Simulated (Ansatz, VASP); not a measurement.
## Na: VASP beside Ansatz

The input INCAR:

```
SYSTEM = Na
  PREC = Accurate
  ENCUT = 520
  EDIFF = 1E-6
  ISMEAR = -1
  SIGMA = 0.05
  LREAL = .FALSE.
  LASPH = .TRUE.
  NELM = 80
  ALGO = Normal
  ISIF = 2
  LWAVE = .FALSE.
  LCHARG = .FALSE.
  GGA = PS
  NBANDS = 14
```

The input KPOINTS:

```
regular mesh
0
G
  13 13 7
  0 0 0
```

Contents of POSCAR:

```
Na
1.0
    3.7919487511      0.0000000000      0.0000000000
   -1.8959743756      3.2839239483      0.0000000000
    0.0000000000      0.0000000000      6.1947561546
Na
2
Direct
    0.3333333333      0.6666666667      0.2500000000
    0.6666666667      0.3333333333      0.7500000000
```

Input for Ansatz:

```yaml
crystal:
  lattice:
    - [3.7919487511, 0.0, 0.0]
    - [-1.8959743756, 3.2839239483, 0.0]
    - [0.0, 0.0, 6.1947561546]
  atoms:
    - { symbol: Na, position: [0.3333333333, 0.6666666667, 0.25] }
    - { symbol: Na, position: [0.6666666667, 0.3333333333, 0.75] }
kpoints:
  mp_grid: { grid: [13, 13, 7] }
scf:
  occupations: { method: fermi_dirac, width: 0.05 }
hamiltonian:
  xc: pbesol
  pseudopotentials: { kind: all_electron, lapw: { basis_error: 0.00025 } }
output:
  forces: true
  stress: true
  eigenvalues: true
```

Change from the starting cell: volume scaled by 1.02.

Alike in both runs: task single point; functional PBEsol; k mesh 13 × 13 × 7; occupations fermi-dirac, width 0.05 eV; no spin polarisation.

```csv
,VASP,Ansatz
version,VASP 6.6.1,Ansatz 0.2.0
potentials or method,"VASP PAW PBE potentials, release 64 (Na_pv), cutoff 520 eV","all-electron LAPW, scalar-relativistic"
```

```csv
,VASP,Ansatz,Ansatz less VASP
pressure (GPa),-0.4,-0.4,-0.03
"traceless stress, the component that is largest in VASP (GPa)",0.08,0.08,-0.001
```

VASP's potentials were made for PBE, not for PBEsol. Ansatz ran all-electron here, and VASP with PAW potentials.
